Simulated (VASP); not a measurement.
# AlCo in VASP: a series of runs, part 2 of 2

VASP 6.6.1. The steps go on from the part before.

## 6. Single point, PBEsol (biaxial strain in the a-b plane: +3.0 %)

Input file INCAR:

```
  ALGO = Fast
  EDIFF = 1E-6
  ENCUT = 520
  GGA = PS
  ISIF = 2
  ISMEAR = 0
  LASPH = T
  LCHARG = F
  LREAL = F
  LWAVE = F
  NBANDS = 13
  NELM = 100
  PREC = Accurate
  SIGMA = 0.1
```

Input file KPOINTS:

```
k-points
0
Gamma
  18 18 18
```

Input file POSCAR:

```
AlCo
1.0
    2.9072631039      0.0000000000      0.0000000000
    0.0000000000      2.9072631039      0.0000000000
    0.0000000000      0.0000000000      2.7717789981
Al Co
1 1
Direct
    0.0000000000      0.0000000000      0.0000000000
    0.5000000000      0.5000000000      0.5000000000
```

Potentials or basis: VASP PAW PBE potentials, release 64 (Al, Co).

Command:

```
cat potpaw_PBE.64/Al/POTCAR potpaw_PBE.64/Co/POTCAR > POTCAR
mpirun -np 1 vasp_std > vasp.out
```

OUTCAR:

```text
EDIFF = 1E-6
   ENCUT = 520
   GGA = PS
   ISIF = 2
   ISMEAR = 0
   LASPH = T
   LREAL = F
   NELM = 100
   PREC = Accurate

 ion  position               nearest neighbor table
   1  0.000  0.000  0.000-   2 2.48   2 2.48   2 2.48   2 2.48   2 2.48   2 2.48   2 2.48   2 2.48

   2  0.500  0.500  0.500-   1 2.48   1 2.48   1 2.48   1 2.48   1 2.48   1 2.48   1 2.48   1 2.48

  LATTYP: Found a simple tetragonal cell.
 ALAT       =     2.9072631039
 C/A-ratio  =     0.9533980583

  Lattice vectors:

 A1 = (   2.9072631039,   0.0000000000,   0.0000000000)
 A2 = (   0.0000000000,   2.9072631039,   0.0000000000)
 A3 = (   0.0000000000,   0.0000000000,   2.7717789981)

Analysis of symmetry for initial positions (statically):
=====================================================================
 Subroutine PRICEL returns:
 Original cell was already a primitive cell.

 Routine SETGRP: Setting up the symmetry group for a
 simple tetragonal supercell.

 Subroutine GETGRP returns: Found 16 space group operations
 (whereof 16 operations were pure point group operations)
 out of a pool of 16 trial point group operations.

[... 177 lines left out ...]
      5       9.5590      2.00000
      6       9.5590      2.00000
      7      15.6209      0.00000
      8      15.6209      0.00000
      9      17.3767      0.00000
     10      18.8144      0.00000
     11      19.0629      0.00000
     12      25.2923      0.00000
     13      31.0293      0.00000
[... 354 lines left out ...]
  band No.  band energies     occupation
      1       1.4677      2.00000
      2       6.1012      2.00000
      3       7.7670      2.00000
      4       8.5627      2.00000
      5       9.0229      2.00000
      6       9.5451      2.00000
      7      10.7992      0.00000
      8      16.0748      0.00000
      9      19.7540      0.00000
     10      19.9953      0.00000
     11      22.7915      0.00000
     12      24.5925      0.00000
     13      25.5214      0.00000

 [... further k-points ...]

------------------------ aborting loop because EDIFF is reached ----------------------------------------

  FORCE on cell =-STRESS in cart. coord.  units (eV):
  Direction    XX          YY          ZZ          XY          YZ          ZX
  --------------------------------------------------------------------------------------
  -------------------------------------------------------------------------------------
  Total       -1.4548625     -1.4548625     -0.1296964      0.0000000      0.0000000      0.0000000
  in kB      -99.4959163    -99.4959163     -8.8697477      0.0000000      0.0000000      0.0000000
  external PRESSURE =     -69.2871934 kB  Pullay stress =       0.0000000 kB

 VOLUME and BASIS-vectors are now :
 -----------------------------------------------------------------------------
  energy-cutoff  :      520.00
  volume of cell :       23.43
      direct lattice vectors                 reciprocal lattice vectors
     2.907263104  0.000000000  0.000000000     0.343966117  0.000000000  0.000000000
     0.000000000  2.907263104  0.000000000     0.000000000  0.343966117  0.000000000
     0.000000000  0.000000000  2.771778998     0.000000000  0.000000000  0.360779124

 POSITION                                       TOTAL-FORCE (eV/Angst)
 -----------------------------------------------------------------------------------
      0.00000      0.00000      0.00000         0.000000      0.000000      0.000000
      1.45363      1.45363      1.38589         0.000000      0.000000      0.000000
 -----------------------------------------------------------------------------------
    total drift:                                0.000000     -0.000000     -0.000000

  FREE ENERGIE OF THE ION-ELECTRON SYSTEM (eV)
  ---------------------------------------------------
  free  energy   TOTEN  =       -13.0415529118 eV

  energy  without entropy=      -13.0359524220  energy(sigma->0) =      -13.03875267
```

OSZICAR:

```text
N       E                     dE             d eps       ncg     rms          rms(c)
DAV:   1     0.352912069399E+02    0.35291E+02   -0.52396E+03 14454   0.971E+02
DAV:   2    -0.133029492700E+02   -0.48594E+02   -0.44227E+02 14980   0.171E+02
DAV:   3    -0.149098611287E+02   -0.16069E+01   -0.15946E+01 17398   0.361E+01
DAV:   4    -0.149344633957E+02   -0.24602E-01   -0.24595E-01 16907   0.404E+00
DAV:   5    -0.149352910785E+02   -0.82768E-03   -0.82766E-03 17835   0.801E-01    0.132E+01
RMM:   6    -0.181975997459E+02   -0.32623E+01   -0.18808E+01 16965   0.561E+01    0.198E+01
RMM:   7    -0.130709665891E+02    0.51266E+01   -0.55862E+00 15210   0.292E+01    0.261E+00
RMM:   8    -0.130551786212E+02    0.15788E-01   -0.44927E-02 15626   0.168E+00    0.124E+00
RMM:   9    -0.130653552979E+02   -0.10177E-01   -0.53459E-02 17268   0.195E+00    0.136E+00
RMM:  10    -0.130416630400E+02    0.23692E-01   -0.22267E-02 16655   0.201E+00    0.146E-01
RMM:  11    -0.130417837816E+02   -0.12074E-03   -0.11182E-03 18670   0.229E-01    0.157E-01
RMM:  12    -0.130415438644E+02    0.23992E-03   -0.44293E-04 19601   0.187E-01    0.282E-02
RMM:  13    -0.130415564376E+02   -0.12573E-04   -0.11002E-04 19338   0.719E-02    0.308E-02
RMM:  14    -0.130415521950E+02    0.42426E-05   -0.20382E-05 20028   0.390E-02    0.505E-03
RMM:  15    -0.130415533227E+02   -0.11277E-05   -0.59395E-06 16895   0.175E-02    0.802E-03
RMM:  16    -0.130415529118E+02    0.41094E-06   -0.11457E-06 11192   0.954E-03
   1 F= -.13041553E+02 E0= -.13038753E+02  d E =-.560049E-02
```

Run time: 2.4 min. Hardware: 1 thread of AMD EPYC 7R43 (Zen 3), shared host; peak memory 0.25 GiB.

Results:

| Quantity | Value |
| --- | --- |
| Free energy | -13.0416 eV |
| Pressure | -6.9 GPa |
| Band gap on the k mesh | zero (bands 6 and 7 overlap by 2.67 eV) |

Levels at points of the mesh, in eV from the Fermi level:
```
           k point  band 4  band 5  band 6  band 7  band 8  band 9
(0.00, 0.00, 0.00)   -0.88   -0.68   -0.68    5.38    5.38    7.14
(0.50, 0.00, 0.00)   -1.75   -1.39   -0.59    0.06    8.38    9.98
(0.50, 0.50, 0.00)   -2.81   -1.23   -1.23   -0.31    2.11    3.18
(0.00, 0.00, 0.50)   -1.71   -1.71   -0.73    0.50    8.47   10.14
(0.50, 0.00, 0.50)   -2.33   -1.51   -1.48   -0.17    2.59    3.62
(0.50, 0.50, 0.50)   -0.25   -0.07    2.37    2.37    2.54    4.09
```

Caveat: the cell differs from its parent crystal (biaxial strain in the a-b plane: +3.0 %); the cell stands under tension; the PAW data sets were made with another functional, which shifts forces and pressure a little; the run has no spin polarisation, though such a crystal can be magnetic. Spin polarisation is off, so any magnetic state and its effect on volume and gap are missing.

## 7. Overview

```csv
cell,k mesh,smearing,gap on the mesh (eV),pressure (GPa)
"a = 2.823 Å, 2 atoms, atomic positions A",22 × 22 × 22,gaussian 0.15 eV,none,0.1
"a = 2.823 Å, 2 atoms, atomic positions A",24 × 24 × 24,gaussian 0.15 eV,none,0.1
"a = 4.889 Å, angles 109.5°, 8 atoms, atomic positions B",16 × 16 × 16,gaussian 0.15 eV,none,-0.1
"a = 2.907, b = 2.907, c = 2.764 Å, 2 atoms, atomic positions A",18 × 18 × 18,gaussian 0.1 eV,none,-6.5
"a = 2.907, b = 2.907, c = 2.772 Å, 2 atoms, atomic positions A",18 × 18 × 18,gaussian 0.1 eV,none,-6.9
```

Alike in all rows: task single point; level PBEsol; potentials or basis VASP PAW PBE potentials, release 64 (Al, Co); no spin polarisation; cutoff (eV) 520.

Caveats: the PAW data sets were made with another functional, which shifts forces and pressure a little; the run has no spin polarisation, though such a crystal can be magnetic; the cell stands under tension (at least some runs).

Absolute energies hang on the potentials; compare differences alone.
